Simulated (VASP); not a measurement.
# NaCl3 (Pm-3n) in VASP: relaxation of cell and atoms with PBEsol+D3(BJ)

Aim: the relaxation of cell and atoms of NaCl3 with PBEsol+D3(BJ).

All numbers are computed with VASP 6.6.1; they aren't measurements. Logs are shortened: lines on timing, memory, paths and dates and some standing lists are left out, and cuts for length are marked.

### Step 1. The cell of the first run

Symmetry: Pm-3n, No. 223, cubic system. The conventional cell has a = 5.527 Å, b = 5.527 Å, c = 5.527 Å, α = 90.00°, β = 90.00°, γ = 90.00°. Within 4.1 Å of Na (site symmetry m-3) lie 12 Cl at 3.09 Å. Within 3.6 Å of Cl (site symmetry -4m2) lie 10 Cl at 2.76 to 3.38 Å and 4 Na at 3.09 Å.

### Step 2. Relaxation of cell and atoms, PBEsol+D3(BJ)

INCAR reads:

```
PREC = Accurate
ENCUT = 600
EDIFF = 1E-6
ISMEAR = 1
SIGMA = 0.05
LREAL = F
LASPH = T
NELM = 60
ALGO = Normal
ISIF = 3
LWAVE = F
LCHARG = F
GGA = PS
IVDW = 12
IBRION = 2
NSW = 100
EDIFFG = -0.01
```

KPOINTS reads:

```
Automatic mesh
0
Gamma
  6 6 6
```

POSCAR reads:

```
NaCl3
1.0
    5.5270050000      0.0000000000      0.0000000000
    0.0000000000      5.5270050000      0.0000000000
    0.0000000000      0.0000000000      5.5270050000
Na Cl
2 6
Direct
    0.5000000000      0.5000000000      0.5000000000
    0.0000000000      0.0000000000      0.0000000000
    0.5000000000      0.0000000000      0.7500000000
    0.0000000000      0.2500000000      0.5000000000
    0.0000000000      0.7500000000      0.5000000000
    0.2500000000      0.5000000000      0.0000000000
    0.5000000000      0.0000000000      0.2500000000
    0.7500000000      0.5000000000      0.0000000000
```

Potentials or basis: VASP PAW PBE potentials, release 64 (Na_pv, Cl).

On the command line:

```console
$ cat potpaw_PBE.64/Na_pv/POTCAR potpaw_PBE.64/Cl/POTCAR > POTCAR
$ mpirun -np 1 vasp_std > vasp.out
```

OUTCAR:

```text
PREC = Accurate
   ENCUT = 600
   EDIFF = 1E-6
   ISMEAR = 1
   LREAL = F
   LASPH = T
   NELM = 60
   ISIF = 3
   GGA = PS
   IVDW = 12
   IBRION = 2
   NSW = 100
   EDIFFG = -0.01
 IVDW          = 12

 ion  position               nearest neighbor table
   1  0.500  0.500  0.500-
   2  0.000  0.000  0.000-
   3  0.500  0.000  0.750-
   4  0.000  0.250  0.500-
   5  0.000  0.750  0.500-
   6  0.250  0.500  0.000-
   7  0.500  0.000  0.250-
   8  0.750  0.500  0.000-

  LATTYP: Found a simple cubic cell.
 ALAT       =     5.5270050000

  Lattice vectors:

 A1 = (   5.5270050000,   0.0000000000,   0.0000000000)
 A2 = (   0.0000000000,   5.5270050000,   0.0000000000)
 A3 = (   0.0000000000,   0.0000000000,   5.5270050000)

Analysis of symmetry for initial positions (statically):
=====================================================================
 Subroutine PRICEL returns:
 Original cell was already a primitive cell.

 Routine SETGRP: Setting up the symmetry group for a
 simple cubic supercell.

 Subroutine GETGRP returns: Found 48 space group operations
 (whereof 24 operations were pure point group operations)
 out of a pool of 48 trial point group operations.

The static configuration has the point symmetry T_h .
 The point group associated with its full space group is O_h .

Analysis of symmetry for dynamics (positions and initial velocities):
=====================================================================
 Subroutine PRICEL returns:
 Original cell was already a primitive cell.

 Routine SETGRP: Setting up the symmetry group for a
 simple cubic supercell.

 Subroutine GETGRP returns: Found 48 space group operations
 (whereof 24 operations were pure point group operations)
 out of a pool of 48 trial point group operations.

The dynamic configuration has the point symmetry T_h .
 The point group associated with its full space group is O_h .

 Subroutine INISYM returns: Found 48 space group operations
 (whereof 24 operations are pure point group operations),
 and found     1 'primitive' translations

----------------------------------------------------------------------------------------

                                     Primitive cell

  volume of cell :     168.8378

  direct lattice vectors                    reciprocal lattice vectors
     5.527005000  0.000000000  0.000000000     0.180929816  0.000000000  0.000000000
     0.000000000  5.527005000  0.000000000     0.000000000  0.180929816  0.000000000
     0.000000000  0.000000000  5.527005000     0.000000000  0.000000000  0.180929816

  length of vectors
     5.527005000  5.527005000  5.527005000     0.180929816  0.180929816  0.180929816

  position of ions in fractional coordinates (direct lattice)
     0.500000000  0.500000000  0.500000000
     0.000000000  0.000000000  0.000000000
     0.500000000  0.000000000  0.750000000
     0.000000000  0.250000000  0.500000000
     0.000000000  0.750000000  0.500000000
     0.250000000  0.500000000  0.000000000
     0.500000000  0.000000000  0.250000000
     0.750000000  0.500000000  0.000000000

  ion indices of the primitive-cell ions
   primitive index   ion index
                 1           1
                 2           2
                 3           3
                 4           4
                 5           5
                 6           6
                 7           7
                 8           8

----------------------------------------------------------------------------------------

 KPOINTS: Automatic mesh

Automatic generation of k-mesh.
 Grid dimensions read from file:
 generate k-points for:    6    6    6

 Generating k-lattice:

  Cartesian coordinates                     Fractional coordinates (reciprocal lattice)
     0.030154969  0.000000000  0.000000000     0.166666667  0.000000000  0.000000000
     0.000000000  0.030154969  0.000000000     0.000000000  0.166666667  0.000000000
     0.000000000  0.000000000  0.030154969     0.000000000  0.000000000  0.166666667

  Length of vectors
     0.030154969  0.030154969  0.030154969

  Shift w.r.t. Gamma in fractional coordinates (k-lattice)
     0.000000000  0.000000000  0.000000000

 Subroutine IBZKPT returns following result:
 ===========================================

 Found     20 irreducible k-points:

 Following reciprocal coordinates:
            Coordinates               Weight
  0.000000  0.000000  0.000000      1.000000
  0.166667  0.000000  0.000000      6.000000
  0.333333  0.000000  0.000000      6.000000
  0.500000  0.000000  0.000000      3.000000
  0.166667  0.166667  0.000000     12.000000
  0.333333  0.166667  0.000000     24.000000
[... 12 lines left out ...]
  0.500000  0.500000  0.333333      6.000000
  0.500000  0.500000  0.500000      1.000000
   k-points           NKPTS =     20   k-points in BZ     NKDIM =     20   number of bands    NBANDS=     33
   number of dos      NEDOS =    301   number of ions     NIONS =      8
   total plane-waves  NPLWV = 110592
   dimension x,y,z NGX =    48 NGY =   48 NGZ =   48
   dimension x,y,z NGXF=    96 NGYF=   96 NGZF=   96
   ions per type =               2   6
   NGX,Y,Z   is equivalent  to a cutoff of  14.44, 14.44, 14.44 a.u.
   NGXF,Y,Z  is equivalent  to a cutoff of  28.88, 28.88, 28.88 a.u.
 SYSTEM =  unknown system
   PREC   = accura    normal or accurate (medium, high low for compatibility)
   ISTART =      0    job   : 0-new  1-cont  2-samecut
   ICHARG =      2    charge: 1-file 2-atom 10-const
   ISPIN  =      1    spin polarized calculation?
   LNONCOLLINEAR =      F non collinear calculations
   LSORBIT =      F    spin-orbit coupling
   LASPH  =      T    aspherical Exc in radial PAW
   ENCUT  =  600.0 eV  44.10 Ry    6.64 a.u.  11.04 11.04 11.04*2*pi/ulx,y,z
   NELM   =     60;   NELMIN=  2; NELMDL= -5     # of ELM steps
   EDIFF  = 0.1E-05   stopping-criterion for ELM
   LREAL  =      F    real-space projection
   EDIFFG = -.1E-01   stopping-criterion for IOM
   NSW    =    100    number of steps for IOM
   IBRION =      2    ionic relax: 0-MD 1-quasi-New 2-CG
   NFREE  =      1    steps in history (QN), initial steepest desc. (CG)
   ISIF   =      3    stress and relaxation
   ISYM   =      2    0-nonsym 1-usesym 2-fastsym
   POTIM  = 0.5000    time-step for ionic-motion
   TEBEG  =    0.0;   TEEND  =   0.0 temperature during run
   PSTRESS=    0.0 pullay stress
   NELECT =      56.0000    total number of electrons
   NUPDOWN=      -1.0000    fix difference up-down
   EMIN   =  10.00;   EMAX   =-10.00  energy-range for DOS
   EFERMI =   0.00;   METHOD = LEGACY
   ISMEAR =     1;   SIGMA  =   0.05  broadening in eV -4-tet -1-fermi 0-gaus
   EFERMI_NEDOS =   21; number of points for ismear=-14 and -15
   IALGO  =     38    algorithm
   IMIX   =      4    mixing-type and parameters
     AMIX     =   0.40;   BMIX     =  1.00
     AMIX_MAG =   1.60;   BMIX_MAG =  1.00
  volume/ion in A,a.u.               =      21.10       142.42
  Fermi-wavevector in a.u.,A,eV,Ry     =   1.133220  2.141476 17.472439  1.284188
  Thomas-Fermi vector in A             =   2.269923
   LORBIT       =      0    0 simple, 1 ext, 2 COOP (PROOUT), +10 PAW based schemes
   GGA     = PS    functional components
   LHFCALC =     F    Hartree Fock is set to
   AEXX    =    0.0000 exact exchange contribution
   IVDW    =    12    specifies the selected vdW correction
   LEPSILON=     F    determine dielectric tensor
   LRPA    =     F    only Hartree local field effects (RPA)
 conjugate gradient relaxation of ions
 non-spin polarized calculation
 Methfessel and Paxton  Order N= 1 SIGMA  =   0.05
  energy-cutoff  :      600.00
  volume of cell :      168.84
 maximum number of plane-waves:      5670
 NGX is ok and might be reduce to    48
   NGX = 23   NGY = 23   NGZ = 23

--------------------------------------- Ionic step        1  -------------------------------------------

 number of electron      55.9999988 magnetization

 Free energy of the ion-electron system (eV)
  ---------------------------------------------------
  ext. energy  EPLUGINS =         0.00000000
  ---------------------------------------------------
  free energy    TOTEN  =       -19.69292448 eV

  energy without entropy =      -19.69023091  energy(sigma->0) =      -19.69202662

------------------------ aborting loop because EDIFF is reached ----------------------------------------

 Edisp (eV)   -1.43025

 E8    (eV) :    -0.8529

  FORCE on cell =-STRESS in cart. coord.  units (eV):
  Direction    XX          YY          ZZ          XY          YZ          ZX
  --------------------------------------------------------------------------------------
  -------------------------------------------------------------------------------------
  Total      -3.67825    -3.67825    -3.67825     0.00000     0.00000     0.00000
  in kB     -34.90459   -34.90459   -34.90459     0.00000     0.00000     0.00000
  external pressure =      -34.90 kB  Pullay stress =        0.00 kB
[... 119 lines left out ...]
  energy  without entropy=      -21.3393692621  energy(sigma->0) =      -21.34035214

--------------------------------------- Ionic step        4  -------------------------------------------

 number of electron      55.9999985 magnetization

 Free energy of the ion-electron system (eV)
  ---------------------------------------------------
  ext. energy  EPLUGINS =         0.00000000
  ---------------------------------------------------
  free energy    TOTEN  =       -19.73513220 eV

  energy without entropy =      -19.73368034  energy(sigma->0) =      -19.73464825

 E-fermi :   1.9549     XC(G=0):  -9.7508

 val. band max:        1.9537673024   @ k =   0.5000   0.3333   0.3333
 cond. band min:       1.9706814062   @ k =   0.5000   0.3333   0.1667
 fundamental gap:      0.0169141038
 Fermi energy:         1.9549247440

 k-point     1 :       0.0000    0.0000    0.0000
  band No.  band energies     occupation
      1     -19.4399      2.00000
      2     -19.4399      2.00000
      3     -19.4399      2.00000
      4     -19.4355      2.00000
      5     -19.4355      2.00000
      6     -19.4355      2.00000
[... 748 lines left out ...]
  FREE ENERGIE OF THE ION-ELECTRON SYSTEM (eV)
  ---------------------------------------------------
  free  energy   TOTEN  =       -21.3411205344 eV

  energy  without entropy=      -21.3396686805  energy(sigma->0) =      -21.34063658

 reached required accuracy - stopping structural energy minimisation
```

It took 3.5 min on 1 thread of Intel Xeon Platinum 8488C (Sapphire Rapids), shared host; peak memory 0.39 GiB.

Results:

| Quantity | Value |
| --- | --- |
| Free energy | -21.3411 eV |
| Relaxed volume | 18.86 Å³/atom |
| Relaxed cell | a = 5.324 Å, b = 5.324 Å, c = 5.324 Å, α = 90.00°, β = 90.00°, γ = 90.00° |
| Space group after relaxing (to 0.1 Å) | Pm-3n (No. 223) |
| Energy gained by relaxing | 27.2 meV/atom |
| Ionic steps | 4 |
| Pressure after relaxing | 0.0 GPa |
| Band gap on the k mesh | zero (bands 28 and 29 overlap by 2.51 eV) |
| Dispersion energy per atom | -0.201 eV |

The path:
```
step  energy change (eV)  largest force (eV/Å)  pressure (GPa)  volume (Å³)
   1              0.0000                0.0000           -3.49       168.84
   2             -0.1809                0.0000           -1.65       157.85
   3             -0.2177                0.0000           -0.15       151.53
   4             -0.2180                0.0000            0.01       150.91
```

Final structure:
```
Na Cl
1.0
     5.32405    0.00000    0.00000
     0.00000    5.32405    0.00000
     0.00000    0.00000    5.32405
Na Cl
2 6
Direct
  0.50000 0.50000 0.50000
  0.00000 0.00000 0.00000
  0.50000 0.00000 0.75000
  0.00000 0.25000 0.50000
  0.00000 0.75000 0.50000
  0.25000 0.50000 0.00000
  0.50000 0.00000 0.25000
  0.75000 0.50000 0.00000
```

Levels at points of the mesh, in eV from the Fermi level:
| k point | band 25 | band 26 | band 27 | band 28 | band 29 | band 30 | band 31 | band 32 |
| --- | --- | --- | --- | --- | --- | --- | --- | --- |
| (0.00, 0.00, 0.00) | -0.32 | -0.32 | -0.32 | 1.86 | 1.86 | 1.86 | 6.12 | 7.06 |
| (0.50, 0.00, 0.00) | -0.71 | -0.71 | -0.09 | -0.09 | 1.85 | 1.85 | 6.79 | 6.79 |
| (0.50, 0.50, 0.00) | -0.59 | -0.59 | -0.07 | -0.07 | 0.12 | 1.84 | 7.75 | 7.75 |
| (0.50, 0.50, 0.50) | -0.95 | -0.95 | -0.65 | -0.65 | -0.65 | -0.65 | 9.25 | 9.25 |

Caveat: the PAW data sets were made with another functional, which shifts forces and pressure a little.
